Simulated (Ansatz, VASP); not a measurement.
AlV2C in VASP and in Ansatz

```
Al V C
1.0
     2.88676    0.00000    0.00000
    -1.44338    2.50001    0.00000
     0.00000    0.00000    6.77497
Al V C
1 2 1
Cartesian
  0.0000 0.0000 0.0000
  0.0000 1.6667 2.2599
  1.4434 0.8333 4.5151
  0.0000 0.0000 3.3875
```

Alike in both runs: task relaxation of cell and atoms; functional PBE; k mesh 6 × 6 × 4; occupations gaussian, width 0.1 eV; no spin polarisation.

|  | VASP | Ansatz |
| --- | --- | --- |
| version | VASP 6.6.1 | Ansatz 0.2.0 |
| potentials or method | VASP PAW PBE potentials, release 64 (Al, V_sv, C), cutoff 600 eV | scalar-relativistic, plane waves, PAW |
| valence electrons in the cell | 33 | 33 |

```tsv
	VASP	Ansatz	Ansatz less VASP
gap on the k mesh at the Fermi level, each at its own relaxed structure (eV)	none	none	-
relaxed volume (Å³/atom)	12.22	12.22	0.000
relaxed length of the cell vector where the two differ most in proportion (Å)	2.887	2.887	0.0000
```

A gap of «none» marks a metal or a gap that the smearing closes.

The k mesh is coarse, so the values compare programs but aren't converged. Noted on VASP's run: the relaxation stopped at its first step, so nothing moved.
